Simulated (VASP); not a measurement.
# Ti: relaxation of cell and atoms with PBEsol

Crystal: Ti.

```
CELL_PARAMETERS angstrom
1.76930 1.02151 3.28095
-1.76930 1.02151 3.28095
0.00000 -2.04301 3.28095
ATOMIC_POSITIONS crystal
Ti 0.22754 0.22754 0.22754
Ti 0.77246 0.77246 0.77246
```

```json
{
 "Program": "VASP 6.6.1",
 "Task": "relaxation of cell and atoms",
 "Functional": "PBEsol",
 "Potentials or basis": "VASP PAW PBE potentials, release 64 (Ti_sv)",
 "Cutoff": "600 eV",
 "k mesh": "6 × 6 × 6",
 "Occupations": "gaussian, width 0.1 eV",
 "Spin": "no spin polarisation",
 "Dipole correction": "no",
 "Further INCAR settings": "ALGO = Normal; EDIFF = 1e-07; IBRION = 2; EDIFFG = -0.04; NSW = 90; ISIF = 3"
}
```

```
Relaxed volume                        : 16.62 Å³/atom
Relaxed cell                          : a = 4.951 Å, b = 4.951 Å, c = 4.951 Å, α = 33.68°, β = 33.68°, γ = 33.68°
Space group after relaxing (to 0.1 Å) : Fm-3m (No. 225)
Energy gained by relaxing             : 1120.9 meV/atom
Ionic steps                           : 26
Pressure after relaxing               : 0.3 GPa
Largest force after relaxing          : 0.022 eV/Å
Band gap on the k mesh                : zero (bands 12 and 13 overlap by 0.95 eV)
```

Forces in eV/Å, atoms in the order of the input:
```
Ti   0.000  0.000 -0.022
Ti   0.000  0.000  0.022
```

Stress tensor (GPa, compression positive):
```
0.36 0.00 0.00
0.00 0.36 0.00
0.00 0.00 0.28
```

The path:
| step | energy change (eV) | largest force (eV/Å) | pressure (GPa) | volume (Å³) |
| --- | --- | --- | --- | --- |
| 1 | 0.0000 | 3.1909 | -1.38 | 35.58 |
| 2 | -0.7378 | 1.3403 | -0.24 | 34.79 |
| 3 | -0.8189 | 0.1155 | 0.82 | 34.48 |
| 4 | -0.9683 | 0.5795 | -1.28 | 34.79 |
| 5 | -1.3261 | 2.3012 | -2.40 | 35.06 |
| 6 | -0.6024 | 5.7732 | 25.49 | 33.00 |
| 7 | -1.2045 | 3.8684 | 3.67 | 34.76 |
| 8 | -1.2312 | 3.8678 | 3.75 | 34.84 |
| 9 | -1.3103 | 3.8572 | 3.96 | 35.05 |
| 10 | -1.4434 | 3.6683 | 4.33 | 35.40 |
| 11 | -1.5167 | 3.0506 | 6.04 | 35.77 |
| 12 | -1.5847 | 2.8466 | 4.44 | 35.95 |
| 13 | -1.7510 | 2.2893 | 0.13 | 36.50 |
| 14 | -1.9355 | 1.3144 | -6.79 | 37.57 |
| 15 | -1.8541 | 0.0396 | -14.24 | 39.66 |
| 16 | -1.9602 | 0.7397 | -10.46 | 38.36 |
| 17 | -2.0747 | 0.5229 | -8.71 | 37.02 |
| 18 | -2.2099 | 0.1518 | -2.58 | 34.17 |
| 19 | -2.2184 | 0.0602 | 0.20 | 33.26 |
| 20 | -2.2185 | 0.0718 | -0.11 | 33.36 |
| 21 | -2.2284 | 0.0673 | -0.12 | 33.37 |
| 22 | -2.2413 | 0.0581 | -0.14 | 33.39 |
| 23 | -2.2413 | 0.0571 | -0.14 | 33.39 |
| 24 | -2.2415 | 0.0498 | 0.00 | 33.34 |
| 25 | -2.2417 | 0.0292 | 0.40 | 33.22 |
| 26 | -2.2418 | 0.0221 | 0.33 | 33.25 |

Final structure:
```yaml
crystal:
  lattice:
    - [1.43417, 0.82802, 4.66605]
    - [-1.43417, 0.82802, 4.66605]
    - [0.00000, -1.65603, 4.66605]
  atoms:
    - { symbol: Ti, position: [0.25032, 0.25032, 0.25032] }
    - { symbol: Ti, position: [0.74968, 0.74968, 0.74968] }
```

Levels at points of the mesh, in eV from the Fermi level:
| k point | band 8 | band 9 | band 10 | band 11 | band 12 | band 13 | band 14 | band 15 | band 16 |
| --- | --- | --- | --- | --- | --- | --- | --- | --- | --- |
| (0.00, 0.00, 0.00) | -32.29 | -6.16 | -2.67 | 0.78 | 0.78 | 0.81 | 0.90 | 0.90 | 0.94 |
| (0.50, 0.00, 0.00) | -32.48 | -1.91 | -1.90 | -1.04 | -1.03 | 0.43 | 0.46 | 2.04 | 2.08 |
| (0.50, 0.50, 0.00) | -32.39 | -2.72 | -2.68 | -1.82 | 0.76 | 0.77 | 0.81 | 3.06 | 3.79 |
| (0.50, 0.50, 0.50) | -32.34 | -4.31 | -4.31 | 0.07 | 0.13 | 1.18 | 1.18 | 1.19 | 1.19 |

Wall time 3.9 min on 1 thread of AMD EPYC 9R45 96-Core Processor (Zen 5) (shared host), peak memory 0.17 GiB.

Caveat: a cell axis changed by over 15 % at a fixed basis, so the end point is rough; the PAW data sets were made with another functional, which shifts forces and pressure a little.
